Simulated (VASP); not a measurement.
Ti:

```xyz
2
Lattice="2.9500 0.0000 0.0000 -1.4750 2.5548 0.0000 0.0000 0.0000 4.6800" Properties=species:S:1:pos:R:3 pbc="T T T"
Ti    0.0000    1.7032    1.1700
Ti    1.4750    0.8516    3.5100
```

* Program: VASP 6.6.1
* Task: relaxation of volume and atoms at fixed shape
* Functional: PBEsol
* Potentials or basis: VASP PAW PBE potentials, release 64 (Ti_sv)
* Cutoff: 600 eV
* k mesh: 10 × 10 × 6
* Occupations: fermi-dirac, width 0.05 eV
* Spin: no spin polarisation

At the start: pressure -5.9 GPa; volume 17.64 Å³/atom.

Problem. Where does the relaxation end?

Solution. Over 3 steps the energy falls by 18.3 meV/atom and the volume is 16.69 Å³/atom (-5.4 %); space group P6_3/mmc (No. 194, to 0.05 Å).

The path:
```
step  energy change (eV)  largest force (eV/Å)  pressure (GPa)  volume (Å³)
   1              0.0000                0.0000           -5.91        35.27
   2             -0.0166                0.0000            5.02        32.05
   3             -0.0366                0.0000           -0.03        33.37
```

Final structure:
```yaml
crystal:
  lattice:
    - [2.89611, 0.00000, 0.00000]
    - [-1.44805, 2.50810, 0.00000]
    - [0.00000, 0.00000, 4.59450]
  atoms:
    - { symbol: Ti, position: [0.33333, 0.66667, 0.25000] }
    - { symbol: Ti, position: [0.66667, 0.33333, 0.75000] }
```

Caveat: the PAW data sets were made with another functional, which shifts forces and pressure a little.
